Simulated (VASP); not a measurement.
# Zr32CN30 (a cell with a defect): relaxation of the atoms with PBE

System: Zr32CN30 (a cell with a defect).

```
Zr N C
1.0
     9.22000    0.00000    0.00000
     0.00000    9.22000    0.00000
     0.00000    0.00000    9.22000
Zr N C
32 30 1
Direct
  0.50000 0.00000 0.00000
  0.75000 0.25000 0.00000
  0.75000 0.00000 0.25000
  0.00000 0.00000 0.00000
  0.25000 0.25000 0.00000
  0.50000 0.50000 0.00000
  0.75000 0.75000 0.00000
  0.25000 0.00000 0.25000
  0.50000 0.25000 0.25000
  0.75000 0.50000 0.25000
  0.50000 0.00000 0.50000
  0.75000 0.25000 0.50000
  0.75000 0.00000 0.75000
  0.00000 0.50000 0.00000
  0.25000 0.75000 0.00000
  0.00000 0.25000 0.25000
  0.25000 0.50000 0.25000
  0.50000 0.75000 0.25000
  0.00000 0.00000 0.50000
  0.25000 0.25000 0.50000
  0.50000 0.50000 0.50000
  0.75000 0.75000 0.50000
  0.25000 0.00000 0.75000
  0.50000 0.25000 0.75000
  0.75000 0.50000 0.75000
  0.00000 0.75000 0.25000
  0.00000 0.50000 0.50000
  0.25000 0.75000 0.50000
  0.00000 0.25000 0.75000
  0.25000 0.50000 0.75000
  0.50000 0.75000 0.75000
  0.00000 0.75000 0.75000
  0.75000 0.25000 0.25000
  0.00000 0.50000 0.25000
  0.00000 0.25000 0.50000
  0.25000 0.25000 0.25000
  0.50000 0.50000 0.25000
  0.75000 0.75000 0.25000
  0.00000 0.00000 0.25000
  0.50000 0.25000 0.50000
  0.75000 0.50000 0.50000
  0.00000 0.75000 0.50000
  0.75000 0.25000 0.75000
  0.00000 0.50000 0.75000
  0.00000 0.25000 0.00000
  0.50000 0.00000 0.25000
  0.25000 0.50000 0.50000
  0.75000 0.00000 0.50000
  0.25000 0.25000 0.75000
  0.50000 0.50000 0.75000
  0.75000 0.75000 0.75000
  0.00000 0.00000 0.75000
  0.50000 0.25000 0.00000
  0.75000 0.50000 0.00000
  0.00000 0.75000 0.00000
  0.25000 0.00000 0.50000
  0.25000 0.75000 0.75000
  0.50000 0.00000 0.75000
  0.25000 0.50000 0.00000
  0.50000 0.75000 0.00000
  0.75000 0.00000 0.00000
  0.25000 0.00000 0.00000
  0.50000 0.75000 0.50000
```

* Program: VASP 6.6.1
* Task: relaxation of the atoms
* Functional: PBE
* Potentials or basis: VASP PAW PBE potentials, release 64 (Zr_sv, N, C)
* Cutoff: 520 eV
* k mesh: 1 × 1 × 1
* Occupations: fermi-dirac, width 0.02 eV
* Spin: no spin polarisation
* Dipole correction: no
* Charge: 2
* Further INCAR settings: LREAL = Auto; ALGO = Normal; EDIFF = 1e-06; IBRION = 2; EDIFFG = -0.03; NSW = 80; NELECT = 536.0

The energy gained by relaxing is 12.0 meV/atom. The ionic steps are 8 and the largest force after relaxing is 0.030 eV/Å.

Forces on the atoms (eV/Å):
```
Zr   0.002 -0.004 -0.003
Zr   0.013  0.000 -0.027
Zr  -0.009  0.006 -0.006
Zr   0.005 -0.006  0.005
Zr  -0.014  0.000 -0.006
Zr   0.002  0.004 -0.003
Zr  -0.009  0.000  0.001
Zr   0.005 -0.004  0.005
Zr   0.012  0.000  0.002
Zr  -0.009 -0.006 -0.006
Zr   0.007  0.019  0.007
Zr   0.006  0.000  0.026
Zr   0.002  0.021  0.002
Zr   0.005  0.006  0.005
Zr   0.010  0.000  0.022
Zr  -0.006  0.000 -0.014
Zr   0.005  0.004  0.005
Zr   0.011  0.000 -0.007
Zr  -0.003 -0.004  0.002
Zr   0.002  0.000  0.012
Zr   0.007 -0.019  0.007
Zr  -0.005  0.000  0.009
Zr  -0.006  0.006 -0.009
Zr   0.026  0.000  0.006
Zr   0.002 -0.021  0.002
Zr   0.022  0.000  0.010
Zr  -0.003  0.004  0.002
Zr  -0.007  0.000  0.011
Zr  -0.027  0.000  0.013
Zr  -0.006 -0.006 -0.009
Zr   0.009  0.000 -0.005
Zr   0.001  0.000 -0.009
N    0.003  0.000 -0.005
N   -0.007 -0.001  0.005
N    0.003  0.000  0.003
N   -0.004  0.000 -0.004
N   -0.011  0.004  0.001
N    0.027  0.000 -0.002
N   -0.007  0.001  0.005
N    0.002  0.000  0.002
N   -0.002  0.002  0.003
N   -0.015  0.000 -0.016
N    0.001  0.000  0.001
N    0.000 -0.002  0.004
N    0.000  0.000  0.000
N   -0.011 -0.004  0.001
N    0.001  0.004 -0.011
N   -0.002 -0.002  0.003
N   -0.005  0.000  0.003
N    0.003  0.002 -0.002
N   -0.008  0.000 -0.008
N    0.000  0.002  0.004
N    0.003  0.000  0.003
N    0.004 -0.002  0.000
N   -0.007  0.000 -0.007
N    0.001 -0.004 -0.011
N   -0.002  0.000  0.027
N    0.003 -0.002 -0.002
N    0.005 -0.001 -0.007
N   -0.016  0.000 -0.015
N    0.004  0.002  0.000
N    0.005  0.001 -0.007
C   -0.019  0.000 -0.019
```

Step by step:
| step | energy change (eV) | largest force (eV/Å) | pressure (GPa) |
| --- | --- | --- | --- |
| 1 | 0.0000 | 1.3461 | -6.61 |
| 2 | -0.6917 | 0.3846 | -6.77 |
| 3 | -0.7011 | 0.4368 | -6.75 |
| 4 | -0.7482 | 0.1611 | -6.68 |
| 5 | -0.7486 | 0.1277 | -6.69 |
| 6 | -0.7564 | 0.0876 | -6.66 |
| 7 | -0.7565 | 0.0837 | -6.66 |
| 8 | -0.7586 | 0.0297 | -6.66 |

Levels at points of the mesh, in eV from the Fermi level:
| k point | band 264 | band 265 | band 266 | band 267 | band 268 | band 269 | band 270 | band 271 | band 272 | band 273 |
| --- | --- | --- | --- | --- | --- | --- | --- | --- | --- | --- |
| (0.00, 0.00, 0.00) | -0.81 | -0.79 | -0.46 | -0.45 | -0.42 | 0.42 | 0.45 | 0.45 | 0.48 | 0.51 |

Wall time 9.8 min on 1 × NVIDIA H100 80GB with 1 thread of AMD EPYC 7R13 Processor (Zen 3), on a shared host, peak memory 1.6 GiB.

Caveat: the k points lie up to 0.68 Å⁻¹ apart; the cell carries a net charge on a neutralising background, which shifts energy and pressure; the cell is charged against a uniform background, so pressure and absolute levels hang on convention.
